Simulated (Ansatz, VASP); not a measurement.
# TaRu: VASP beside Ansatz

The input INCAR:

```
  PREC = Accurate
  ENCUT = 600
  EDIFF = 1E-7
  ISMEAR = -1
  SIGMA = 0.15
  LREAL = F
  LASPH = T
  NELM = 60
  ALGO = Fast
  ISIF = 3
  LWAVE = F
  LCHARG = F
  IBRION = 2
  NSW = 80
  EDIFFG = -0.001
```

The input KPOINTS:

```
Automatic mesh
0
Gamma
  14 14 12
```

Contents of POSCAR:

```
TaRu
1.0
    3.0019129098      0.0000000000      0.0000000000
    0.0000000000      3.0019129098      0.0000000000
    0.0000000000      0.0000000000      3.3669670712
Ta Ru
1 1
Direct
    0.5000000000      0.5000000000      0.5000000000
    0.0000000000      0.0000000000      0.0000000000
```

Input for Ansatz:

```yaml
crystal:
  lattice:
    - [3.0019129093, 0.0, 0.0]
    - [0.0, 3.0019129093, 0.0]
    - [0.0, 0.0, 3.3669670707]
  atoms:
    - { symbol: Ta, position: [0.5, 0.5, 0.5] }
    - { symbol: Ru, position: [0.0, 0.0, 0.0] }
basis:
  ecutwfc: 420
kpoints:
  mp_grid: { grid: [14, 14, 12] }
hamiltonian:
  xc: lda
scf:
  occupations: { method: fermi_dirac, width: 0.15 }
output:
  forces: true
  stress: true
  eigenvalues: true
relax:
  adjacent_minimum: "off"
  f_tol: 0.001
  max_steps: 60
  cell: { stress_tol: 0.01 }
```

Alike in both runs: task relaxation of cell and atoms; functional LDA; k mesh 14 × 14 × 12; occupations fermi-dirac, width 0.15 eV; no spin polarisation.

|  | VASP | Ansatz |
| --- | --- | --- |
| version | VASP 6.6.1 | Ansatz 0.2.0 |
| potentials or method | VASP PAW LDA potentials, release 64 (Ta_pv, Ru_pv), cutoff 600 eV | scalar-relativistic, plane waves, PAW |
| valence electrons in the cell | 25 | 29 |

```tsv
	VASP	Ansatz	Ansatz less VASP
gap on the k mesh at the Fermi level, each at its own relaxed structure (eV)	none	none	-
relaxed volume (Å³/atom)	15.24	15.19	-0.055
relaxed length of the cell vector where the two differ most in proportion (Å)	3.010	3.006	-0.0039
```

LDA's correlation is that of Perdew and Zunger in VASP and of Perdew and Wang (1992) in Ansatz. A gap of «none» marks a metal or a gap that the smearing closes. VASP's potentials hold 25 valence electrons a cell and Ansatz's 29, so a difference there can come from the potentials and not from the codes.

Spin-orbit coupling is off throughout.
